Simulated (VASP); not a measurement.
Au, 1 atom in the cell. Symmetry: I4/mmm, No. 139, tetragonal system. Conventional cell: a = 2.849 Å, b = 2.849 Å, c = 3.968 Å, α = 90.00°, β = 90.00°, γ = 90.00°. Au (site symmetry 4/mmm) has 12 Au at 2.83 to 2.85 Å within 3.7 Å.  This cell differs from its parent crystal: strain -0.015 along x and y, -0.030 along z.

```yaml
Program: VASP 6.6.1
Task: single point
Functional: r2SCAN
Potentials_or_basis: VASP PAW PBE potentials, release 64 (Au)
Cutoff: 520 eV
k_mesh: 20 × 20 × 20
Occupations: gaussian, width 0.15 eV
Spin: no spin polarisation
Dipole_correction: no
Further_INCAR_settings: ALGO = Normal; EDIFF = 1e-06; NBANDS = 12
```

Potentials or basis: VASP PAW PBE potentials, release 64 (Au).

Run with:

```sh
$ cat potpaw_PBE.64/Au/POTCAR > POTCAR
$ cp INCAR.step1 INCAR
$ mpirun -np 1 vasp_std > vasp.out
$ cp INCAR.step2 INCAR
$ mpirun -np 1 vasp_std > vasp.out
```

Hardware: 1 thread of Intel Xeon 8259CL, with other jobs on the host.

Problem. Estimate the wall time of this run.

Solution. It took 4.7 min on 1 thread of Intel Xeon 8259CL, on a shared host, peak memory 0.25 GiB. Counts: k points 641.
